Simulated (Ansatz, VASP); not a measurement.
One calculation of WS2, two programs

```
W S
1.0
     3.18000    0.00000    0.00000
    -1.59000    2.75396    0.00000
     0.00000    0.00000   12.50000
W S
2 4
Direct
  0.33333 0.66667 0.25000
  0.66667 0.33333 0.75000
  0.33333 0.66667 0.62449
  0.66667 0.33333 0.12449
  0.33333 0.66667 0.87551
  0.66667 0.33333 0.37551
```

Alike in both runs: functional PBE; k mesh 11 × 11 × 3; occupations fermi-dirac, width 0.02 eV; collinear spin.

Ansatz relaxed the structure, and its values are those at the end. VASP's run is a single point on that final structure, the one shown.

|  | VASP | Ansatz |
| --- | --- | --- |
| version | VASP 6.6.1 | Ansatz 0.2.0 |
| potentials or method | VASP PAW PBE potentials, release 64 (W_sv, S) | plane-wave PAW, scalar-relativistic |
| plane-wave cutoff (eV) | 520 | 420 |
| valence electrons in the cell | 52 | 52 |

```tsv
	VASP	Ansatz	Ansatz less VASP
gap on the k mesh at the Fermi level (eV)	1.06	1.05	-0.015
pressure (GPa)	1.6	1.6	+0.04
net moment per atom (μB)	0.00	0.00	0.000
```

Ansatz's warnings: seeded moment not kept, stress scf threshold loose.

Neither program's run includes spin-orbit coupling.
